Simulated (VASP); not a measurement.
# Ga (I4/mmm) in VASP: notebook

Runs on Ga. Level: LDA. Tasks: single point.

Everything below comes from runs of VASP 6.6.1. Logs are shortened: lines on timing, memory, paths and dates and some standing lists are left out, and cuts for length are marked.

## (1) The cell of the first run

Symmetry: I4/mmm, No. 139, tetragonal system. Conventional cell: a = 2.887 Å, b = 2.887 Å, c = 4.217 Å, α = 90.00°, β = 90.00°, γ = 90.00°. Within 3.8 Å of Ga (site symmetry 4/mmm) lie 12 Ga at 2.89 to 2.93 Å.

## (2) Single point, LDA

File INCAR:

```
SYSTEM = Ga
PREC = Accurate
ENCUT = 520
EDIFF = 1E-6
ISMEAR = 0
SIGMA = 0.15
LREAL = .FALSE.
LASPH = .TRUE.
NELM = 100
ALGO = Fast
ISIF = 2
LWAVE = .FALSE.
LCHARG = .TRUE.
LELF = .TRUE.
LVHAR = .TRUE.
NBANDS = 12
```

File KPOINTS:

```
regular mesh
0
G
  26 26 26
  0 0 0
```

File POSCAR:

```
Ga
1.0
   -1.4435699467      1.4435699467      2.1084757965
    1.4435699467     -1.4435699467      2.1084757965
    1.4435699467      1.4435699467     -2.1084757965
Ga
1
Direct
    0.0000000000      0.0000000000      0.0000000000
```

Potentials or basis: VASP PAW LDA potentials, release 64 (Ga_d).

Started as:

```
cat potpaw_LDA.64/Ga_d/POTCAR > POTCAR
mpirun -np 1 vasp_std > vasp.out
```

OUTCAR:

```text
SYSTEM = Ga
   PREC = Accurate
   ENCUT = 520
   EDIFF = 1E-6
   ISMEAR = 0
   LREAL = .FALSE.
   LASPH = .TRUE.
   NELM = 100
   ISIF = 2

 ion  position               nearest neighbor table
   1  0.000  0.000  0.000-

  LATTYP: Found a body centered tetragonal cell.
 ALAT       =     2.8871398934
 C/A-ratio  =     1.4605982906

  Lattice vectors:

 A1 = (  -1.4435699467,   1.4435699467,   2.1084757965)
 A2 = (   1.4435699467,  -1.4435699467,   2.1084757965)
 A3 = (   1.4435699467,   1.4435699467,  -2.1084757965)

Analysis of symmetry for initial positions (statically):
=====================================================================
 Subroutine PRICEL returns:
 Original cell was already a primitive cell.

 Routine SETGRP: Setting up the symmetry group for a
 body centered tetragonal supercell.

 Subroutine GETGRP returns: Found 16 space group operations
 (whereof 16 operations were pure point group operations)
 out of a pool of 16 trial point group operations.

The static configuration has the point symmetry D_4h.

Analysis of symmetry for dynamics (positions and initial velocities):
=====================================================================
 Subroutine PRICEL returns:
 Original cell was already a primitive cell.

 Routine SETGRP: Setting up the symmetry group for a
 body centered tetragonal supercell.

 Subroutine GETGRP returns: Found 16 space group operations
 (whereof 16 operations were pure point group operations)
 out of a pool of 16 trial point group operations.

The dynamic configuration has the point symmetry D_4h.

 Subroutine INISYM returns: Found 16 space group operations
 (whereof 16 operations are pure point group operations),
 and found     1 'primitive' translations

----------------------------------------------------------------------------------------

                                     Primitive cell

  volume of cell :      17.5754

  direct lattice vectors                    reciprocal lattice vectors
    -1.443569947  1.443569947  2.108475797     0.000000000  0.346363542  0.237138126
     1.443569947 -1.443569947  2.108475797     0.346363542  0.000000000  0.237138126
     1.443569947  1.443569947 -2.108475797     0.346363542  0.346363542  0.000000000

  length of vectors
     2.934869429  2.934869429  2.934869429     0.419764451  0.419764451  0.489832019

  position of ions in fractional coordinates (direct lattice)
     0.000000000  0.000000000  0.000000000

  ion indices of the primitive-cell ions
   primitive index   ion index
                 1           1

----------------------------------------------------------------------------------------

 KPOINTS: regular mesh

Automatic generation of k-mesh.
 Grid dimensions read from file:
 generate k-points for:   26   26   26

 Generating k-lattice:

  Cartesian coordinates                     Fractional coordinates (reciprocal lattice)
     0.000000000  0.013321675  0.009120697     0.038461538  0.000000000  0.000000000
     0.013321675  0.000000000  0.009120697     0.000000000  0.038461538  0.000000000
     0.013321675  0.013321675  0.000000000     0.000000000  0.000000000  0.038461538

  Length of vectors
     0.016144787  0.016144787  0.018839693

  Shift w.r.t. Gamma in fractional coordinates (k-lattice)
     0.000000000  0.000000000  0.000000000

 Subroutine IBZKPT returns following result:
 ===========================================

 Found   1330 irreducible k-points:

 Following reciprocal coordinates:
            Coordinates               Weight
  0.000000  0.000000  0.000000      1.000000
  0.038462  0.000000  0.000000      8.000000
  0.076923  0.000000  0.000000      8.000000
  0.115385  0.000000  0.000000      8.000000
  0.153846  0.000000  0.000000      8.000000
  0.192308 -0.000000  0.000000      8.000000
[... 16 lines left out ...]
  0.346154  0.038462  0.000000     16.000000
  0.384615  0.038462  0.000000     16.000000
 [... further k-points ...]
   k-points           NKPTS =   1330   k-points in BZ     NKDIM =   1330   number of bands    NBANDS=     12
   number of dos      NEDOS =    301   number of ions     NIONS =      1
   total plane-waves  NPLWV =  13824
   dimension x,y,z NGX =    24 NGY =   24 NGZ =   24
   dimension x,y,z NGXF=    48 NGYF=   48 NGZF=   48
   ions per type =               1
   NGX,Y,Z   is equivalent  to a cutoff of  13.59, 13.59, 13.59 a.u.
   NGXF,Y,Z  is equivalent  to a cutoff of  27.19, 27.19, 27.19 a.u.
 SYSTEM =  Ga
   PREC   = accura    normal or accurate (medium, high low for compatibility)
   ISTART =      0    job   : 0-new  1-cont  2-samecut
   ICHARG =      2    charge: 1-file 2-atom 10-const
   ISPIN  =      1    spin polarized calculation?
   LNONCOLLINEAR =      F non collinear calculations
   LSORBIT =      F    spin-orbit coupling
   LASPH  =      T    aspherical Exc in radial PAW
   ENCUT  =  520.0 eV  38.22 Ry    6.18 a.u.   5.46  5.46  5.46*2*pi/ulx,y,z
   NELM   =    100;   NELMIN=  2; NELMDL= -5     # of ELM steps
   EDIFF  = 0.1E-05   stopping-criterion for ELM
   LREAL  =      F    real-space projection
   EDIFFG = 0.1E-04   stopping-criterion for IOM
   NSW    =      0    number of steps for IOM
   IBRION =     -1    ionic relax: 0-MD 1-quasi-New 2-CG
   NFREE  =      0    steps in history (QN), initial steepest desc. (CG)
   ISIF   =      2    stress and relaxation
   ISYM   =      2    0-nonsym 1-usesym 2-fastsym
   POTIM  = 0.5000    time-step for ionic-motion
   TEBEG  =    0.0;   TEEND  =   0.0 temperature during run
   PSTRESS=    0.0 pullay stress
   NELECT =      13.0000    total number of electrons
   NUPDOWN=      -1.0000    fix difference up-down
   EMIN   =  10.00;   EMAX   =-10.00  energy-range for DOS
   EFERMI =   0.00;   METHOD = LEGACY
   ISMEAR =     0;   SIGMA  =   0.15  broadening in eV -4-tet -1-fermi 0-gaus
   EFERMI_NEDOS =   21; number of points for ismear=-14 and -15
   IALGO  =     68    algorithm
   IMIX   =      4    mixing-type and parameters
     AMIX     =   0.40;   BMIX     =  1.00
     AMIX_MAG =   1.60;   BMIX_MAG =  1.00
  volume/ion in A,a.u.               =      17.58       118.60
  Fermi-wavevector in a.u.,A,eV,Ry     =   1.480544  2.797822 29.824096  2.192009
  Thomas-Fermi vector in A             =   2.594565
   LORBIT       =      0    0 simple, 1 ext, 2 COOP (PROOUT), +10 PAW based schemes
   GGA     = CA    functional components
   LHFCALC =     F    Hartree Fock is set to
   AEXX    =    0.0000 exact exchange contribution
   IVDW    =     0    specifies the selected vdW correction
   LEPSILON=     F    determine dielectric tensor
   LRPA    =     F    only Hartree local field effects (RPA)
 non-spin polarized calculation
 RMM-DIIS sequential band-by-band and
 Gauss-broadening in eV      SIGMA  =   0.15
  energy-cutoff  :      520.00
  volume of cell :       17.58
 maximum number of plane-waves:       497
 NGX is ok and might be reduce to    24
   NGX = 11   NGY = 11   NGZ = 11

 number of electron      12.9999996 magnetization

 Free energy of the ion-electron system (eV)
  ---------------------------------------------------
  ext. energy  EPLUGINS =         0.00000000
  ---------------------------------------------------
  free energy    TOTEN  =        -3.56068906 eV

  energy without entropy =       -3.55611448  energy(sigma->0) =       -3.55840177

 E-fermi :   6.0118     XC(G=0): -11.6949

 val. band max:        6.0065975965   @ k =  -0.4231   0.4231   0.2308
 cond. band min:       6.0139209552   @ k =  -0.3462  -0.3846   0.1154
 fundamental gap:      0.0073233587
 Fermi energy:         6.0117505973

 k-point     1 :       0.0000    0.0000    0.0000
  band No.  band energies     occupation
      1      -9.0922      2.00000
      2      -9.0580      2.00000
      3      -9.0580      2.00000
      4      -8.9444      2.00000
      5      -8.9068      2.00000
      6      -5.6197      2.00000
      7      18.8257      0.00000
      8      18.8257      0.00000
      9      18.8897      0.00000
     10      22.3774      0.00000
     11      22.6578      0.00000
     12      22.8299      0.00000

 k-point     2 :       0.0385    0.0000    0.0000
  band No.  band energies     occupation
      1      -9.0907      2.00000
      2      -9.0579      2.00000
      3      -9.0559      2.00000
      4      -8.9445      2.00000
      5      -8.9074      2.00000
      6      -5.5798      2.00000
      7      18.2741      0.00000
      8      18.7446      0.00000
      9      18.7631      0.00000
     10      21.7369      0.00000
     11      22.8700      0.00000
     12      22.9722      0.00000

 k-point     3 :       0.0769    0.0000    0.0000
  band No.  band energies     occupation
      1      -9.0873      2.00000
      2      -9.0572      2.00000
      3      -9.0499      2.00000
      4      -8.9447      2.00000
      5      -8.9089      2.00000
      6      -5.4597      2.00000
      7      16.9507      0.00000
      8      18.4841      0.00000
      9      18.5330      0.00000
     10      21.3798      0.00000
     11      23.2940      0.00000
     12      23.3622      0.00000
[... 286 lines left out ...]
 k-point    23 :       0.3462    0.0385    0.0000
  band No.  band energies     occupation
      1      -9.1429      2.00000
      2      -9.0653      2.00000
      3      -9.0343      2.00000
      4      -8.8494      2.00000
      5      -8.8356      2.00000
      6      -2.0417      2.00000
      7       5.7857      1.96691
      8      15.8532      0.00000
      9      16.7554      0.00000
     10      20.7404      0.00000
     11      21.0582      0.00000
     12      22.2424      0.00000

 k-point    24 :       0.3846    0.0385    0.0000
  band No.  band energies     occupation
      1      -9.1533      2.00000
      2      -9.0711      2.00000
      3      -9.0403      2.00000
      4      -8.8308      2.00000
      5      -8.8207      2.00000
      6      -1.2408      2.00000
      7       4.4942      2.00000
      8      15.8038      0.00000
      9      16.5436      0.00000
     10      20.5091      0.00000
     11      20.9239      0.00000
     12      22.0581      0.00000

 [... further k-points ...]
[... 5 lines left out ...]
  --------------------------------------------------------------------------------------
  -------------------------------------------------------------------------------------
  Total       -0.1567767     -0.1567767     -0.1323040      0.0000000      0.0000000      0.0000000
  in kB      -14.2918323    -14.2918323    -12.0608861      0.0000000      0.0000000      0.0000000
  external PRESSURE =     -13.5481836 kB  Pullay stress =       0.0000000 kB

 VOLUME and BASIS-vectors are now :
 -----------------------------------------------------------------------------
  energy-cutoff  :      520.00
  volume of cell :       17.58
      direct lattice vectors                 reciprocal lattice vectors
    -1.443569947  1.443569947  2.108475797     0.000000000  0.346363542  0.237138126
     1.443569947 -1.443569947  2.108475797     0.346363542  0.000000000  0.237138126
     1.443569947  1.443569947 -2.108475797     0.346363542  0.346363542  0.000000000

 POSITION                                       TOTAL-FORCE (eV/Angst)
 -----------------------------------------------------------------------------------
      0.00000      0.00000      0.00000         0.000000      0.000000      0.000000
 -----------------------------------------------------------------------------------
    total drift:                                0.000000      0.000000     -0.000000

  FREE ENERGIE OF THE ION-ELECTRON SYSTEM (eV)
  ---------------------------------------------------
  free  energy   TOTEN  =        -3.5606890638 eV

  energy  without entropy=       -3.5561144777  energy(sigma->0) =       -3.55840177
```

Run time: 8.6 min. Hardware: 1 thread of Intel Xeon 8259CL, shared host; peak memory 0.37 GiB.

Results:

| Property | Result |
| --- | --- |
| Free energy | -3.5607 eV |
| Pressure | -1.4 GPa |
| Band gap on the k mesh | zero (an odd number of electrons rules out a gap without spin polarisation) |

Stress tensor (GPa, compression positive):
```
-1.43  0.00  0.00
 0.00 -1.43  0.00
 0.00  0.00 -1.21
```

[end of part 1 of 2]
